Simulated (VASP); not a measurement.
## TaN: electric field gradients with PBEsol

TaN:

```xyz
4
Lattice="3.0480 0.0000 0.0000 -1.5240 2.6396 0.0000 0.0000 0.0000 4.7705" Properties=species:S:1:pos:R:3 pbc="T T T"
Ta    0.0000    0.0000    0.0000
Ta    0.0000    0.0000    2.3852
N     0.0000    1.7598    1.1926
N     1.5240    0.8799    3.5778
```

This cell differs from its parent crystal: zz strain of -3 %.

```json
{"Program": "VASP 6.6.1", "Task": "electric field gradients", "Functional": "PBEsol", "Potentials or basis": "VASP PAW PBE potentials, release 64 (Ta_pv, N)", "Cutoff": "520 eV", "k mesh": "9 × 9 × 5", "Occupations": "fermi-dirac, width 0.01 eV", "Spin": "no spin polarisation", "Dipole correction": "no", "Further INCAR settings": "ALGO = Normal; EDIFF = 1e-08; NBANDS = 24"}
```

| Quantity | Value |
| --- | --- |
| Pressure | 71.5 GPa |
| Band gap on the k mesh | zero (bands 16 and 17 overlap by 3.25 eV) |
| Largest electric field gradient by atom | Ta -161.2; N +5.7 V/Å² |

Stress tensor (GPa, compression positive):
```
 37.17   0.00   0.00
  0.00  37.17   0.00
  0.00   0.00 140.07
```

Levels at points of the mesh, in eV from the Fermi level:
```
           k point  band 14  band 15  band 16  band 17  band 18  band 19
(0.00, 0.00, 0.00)    -3.72    -3.54    -2.27    -2.27    -0.61    -0.61
```

Electric field gradients, principal values (V/Å²):
```csv
atom,least,middle,greatest (by size)
1 Ta,80.595,80.596,-161.192
2 Ta,80.595,80.596,-161.192
3 N,-2.871,-2.872,5.743
4 N,-2.871,-2.872,5.743
```

Run time: 62 s on 1 thread of Intel Xeon 8259CL (shared host), peak memory 0.17 GiB.

Caveat: the cell differs from its parent crystal (zz strain of -3 %); the cell stands under pressure; without QUAD_EFG the Cq values of the log hold for a quadrupole moment of 1 mb, not for the nuclei; the PAW data sets were made with another functional, which shifts forces and pressure a little; spin-orbit coupling is left out, which moves the levels of the heavy elements.
